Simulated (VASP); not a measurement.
## SnO: single point with BLYP

SnO:

```
Sn O
1.0
     3.86388    0.00000    0.00000
     0.00000    3.86388    0.00000
     0.00000    0.00000    4.95122
Sn O
2 2
Direct
  0.50000 0.00000 0.76463
  0.00000 0.50000 0.23537
  0.00000 0.00000 0.00000
  0.50000 0.50000 0.00000
```

* Program: VASP 6.6.1
* Task: single point
* Functional: BLYP
* Potentials or basis: VASP PAW PBE potentials, release 64 (Sn_d, O)
* Cutoff: 520 eV
* k mesh: 7 × 7 × 6
* Occupations: fermi-dirac, width 0.05 eV
* Spin: no spin polarisation
* Dipole correction: no
* Further INCAR settings: ALGO = Normal; EDIFF = 1e-07; NBANDS = 28

| Item | Value |
| --- | --- |
| Pressure | 4.4 GPa |
| Largest force | 0.110 eV/Å |
| Band gap on the k mesh | 0.70 eV (least direct gap 2.14 eV) |

Forces on the atoms (eV/Å):
```
Sn   0.000  0.000 -0.110
Sn   0.000  0.000  0.110
O    0.000  0.000  0.000
O    0.000  0.000  0.000
```

Stress tensor (GPa, compression positive):
```
4.64 0.00 0.00
0.00 4.64 0.00
0.00 0.00 3.91
```

Levels at points of the mesh, in eV from the valence-band top:
```csv
k point,band 17,band 18,band 19,band 20,band 21,band 22,band 23,band 24
"(0.00, 0.00, 0.00)",-3.10,-2.82,-2.82,0.00,2.14,4.42,4.78,4.78
"(0.00, 0.00, 0.50)",-3.16,-2.84,-2.84,-1.91,1.88,3.18,3.18,3.80
```

It took 2.8 min on 1 thread of Intel Xeon 8259CL, with other jobs on the host, peak memory 0.22 GiB.

Caveat: the cell stands under pressure; the PAW data sets were made with another functional, which shifts forces and pressure a little; spin-orbit coupling is left out, which moves the levels of the heavy elements; an odd mesh through Γ misses points on the zone boundary, where band edges can lie.
